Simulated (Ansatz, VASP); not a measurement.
This is a calculation of Sn for Ansatz 0.2.0.

File input.yaml:

```yaml
crystal:
  lattice:
    - [-1.726539, 1.775547, 2.338342]
    - [1.726539, -1.775547, 2.338342]
    - [1.726539, 1.775547, -2.338342]
  atoms:
    - { symbol: Sn, position: [0.0, 0.0, 0.0] }
kpoints:
  mp_grid: { grid: [11, 11, 11] }
scf:
  occupations: { method: fermi_dirac, width: 0.05 }
hamiltonian:
  xc: blyp
  pseudopotentials: { kind: all_electron, lapw: { basis_error: 0.001 } }
output:
  forces: true
  stress: true
relax:
  f_tol: 0.005
  max_steps: 60
  cell: {}
```

Potentials or basis: all-electron LAPW, scalar-relativistic.

Launch:

```sh
$ ansatz run input.yaml --threads 1 --pin off --max-ram 3072MiB --backend cpu --events-out ev --progress --plain --runs-dir out
```

Question: Set up the same calculation for VASP 6.6.1. Potentials there: VASP PAW PBE potentials, release 64 (Sn_d).

Answer: As run (the cutoff follows the program's own potentials):

Contents of INCAR:

```
SYSTEM = Sn
AGGAC = 1.0
AGGAX = 1.0
ALDAC = 0.0
ALDAX = 1.0
ALGO = Normal
EDIFF = 1E-7
EDIFFG = -0.005
ENCUT = 600
GGA = B5
IBRION = 2
ISIF = 3
ISMEAR = -1
LASPH = .True.
LCHARG = .False.
LREAL = .False.
LWAVE = .False.
NELM = 60
NSW = 80
PREC = Accurate
SIGMA = 0.05
```

Contents of KPOINTS:

```
k-points
0
Gamma
  11 11 11
  0 0 0
```

The input POSCAR:

```
Sn
1.0
   -1.7265390000      1.7755470000      2.3383420000
    1.7265390000     -1.7755470000      2.3383420000
    1.7265390000      1.7755470000     -2.3383420000
Sn
1
Direct
    0.0000000000      0.0000000000      0.0000000000
```

Potentials or basis: VASP PAW PBE potentials, release 64 (Sn_d).

Run with:

```sh
$ cat potpaw_PBE.64/Sn_d/POTCAR > POTCAR
$ mpirun -np 1 vasp_std > vasp.out
```

Both were run:

|  | VASP | Ansatz | Ansatz less VASP |
| --- | --- | --- | --- |
| relaxed volume (Å³/atom) | 30.87 | 30.86 | -0.014 |
| relaxed cell length with the largest relative difference (Å) | 3.519 | 3.520 | +0.0008 |

VASP's potentials were made for PBE, not for BLYP. Ansatz ran all-electron here, and VASP with PAW potentials.
